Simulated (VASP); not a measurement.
A run of VASP 6.6.1 is set up as follows.

INCAR

```
  ALGO = Normal
  EDIFF = 1E-6
  ENCUT = 520
  GGA = PS
  ISIF = 2
  ISMEAR = 0
  ISYM = 0
  LASPH = T
  LCHARG = F
  LREAL = Auto
  LWAVE = F
  NBANDS = 56
  NELM = 80
  PREC = Accurate
  SIGMA = 0.1
```

Contents of KPOINTS:

```
Automatic mesh
0
Gamma
  2 2 2
  0.5 0.5 0.5
```

File POSCAR:

```
MgBe5ZnCdTe8
1.0
   -0.0011181914     -0.0048992922     -6.8813485975
    4.1296974904      7.1286431197      0.0059284039
    4.1486716598     -7.1395978497     -0.0045479207
Be Mg Zn Cd Te
5 1 1 1 8
Direct
   -0.0015291703      0.1611828672      0.3330790044
   -0.0038899232      0.1692557903      0.8314339886
    0.9978659455      0.6725529804      0.3284870616
   -0.0012285414      0.6683397784      0.8397773904
    0.5006980059      0.8351308598      0.1646319114
    0.4886690798      0.8270232784      0.6641112947
    0.4932060473      0.3364208853      0.6674212964
    0.4867988720      0.3373625050      0.1745168331
    0.6421310319      0.1446070671      0.3338845306
    0.6479122738      0.1693571092      0.8266064939
    0.6458232639      0.6867030418      0.3207164240
    0.6424377131      0.6705774303      0.8557409643
    0.1112441031      0.3356282429      0.6655133549
    0.0875866028      0.3350481416      0.1677353759
    0.0916032672      0.8329171145      0.6654783641
    0.1359899384      0.8354763995      0.1652981750
```

Potentials or basis: VASP PAW PBE potentials, release 64 (Be, Mg, Zn, Cd, Te).

Run with:

```console
$ cat potpaw_PBE.64/Be/POTCAR potpaw_PBE.64/Mg/POTCAR potpaw_PBE.64/Zn/POTCAR potpaw_PBE.64/Cd/POTCAR potpaw_PBE.64/Te/POTCAR > POTCAR
$ mpirun -np 1 vasp_std > vasp.out
```

(1) What does it give for the pressure?

(2) Predict the largest force.

(3) Predict the band gap on the k mesh.

Results:

(1) 0.2 GPa.

(2) 0.021 eV/Å.

(3) 2.15 eV.

Caveat: the PAW data sets were made with another functional, which shifts forces and pressure a little; spin-orbit coupling is left out, which moves the levels of the heavy elements; a shifted mesh leaves out Γ, where band edges can lie.
